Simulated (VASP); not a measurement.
Set up this calculation in VASP 6.6.1, as the native input.

```
Task                   : single point
Functional             : BLYP
Potentials or basis    : VASP PAW PBE potentials, release 64 (Ir)
Cutoff                 : 520 eV
k mesh                 : 15 × 15 × 4
Occupations            : fermi-dirac, width 0.1 eV
Spin                   : no spin polarisation
Dipole correction      : no
Further INCAR settings : ALGO = Normal; EDIFF = 1e-07; NBANDS = 26
```

The structure of Ir lies in POSCAR:

```
Ir
1.0
    2.7855558338      0.0000000000      0.0000000000
   -1.3927779169      2.4123621157      0.0000000000
    0.0000000000      0.0000000000      9.1023465597
Ir
4
Direct
    1.0000000000      1.0000000000      1.0000000000
    1.0000000000      1.0000000000      0.5000000000
    0.3333333333      0.6666666667      0.2500000000
    0.6666666667      0.3333333333      0.7500000000
```

The input as run:

INCAR

```
PREC = Accurate
ENCUT = 520
EDIFF = 1E-7
ISMEAR = -1
SIGMA = 0.1
LREAL = False
LASPH = True
NELM = 60
ALGO = Normal
ISIF = 2
LWAVE = False
LCHARG = False
GGA = B5
ALDAX = 1.0
AGGAX = 1.0
AGGAC = 1.0
ALDAC = 0.0
NBANDS = 26
```

KPOINTS

```
Automatic mesh
0
Gamma
  15 15 4
```

Potentials or basis: VASP PAW PBE potentials, release 64 (Ir).

Run with:

```sh
$ cat potpaw_PBE.64/Ir/POTCAR > POTCAR
$ mpirun -np 1 vasp_std > vasp.out
```

Results of the run:

```json
{
 "Pressure": "2.3 GPa",
 "Band gap on the k mesh": "zero (band 18 reaches 10.54 eV, above the bottom of band 19 at 8.33 eV)"
}
```

Caveat: the PAW data sets were made with another functional, which shifts forces and pressure a little; spin-orbit coupling is left out, which moves the levels of the heavy elements.

It took 80 s on 1 thread of Intel(R) Xeon(R) 6975P-C (Granite Rapids) (shared host), peak memory 0.24 GiB.
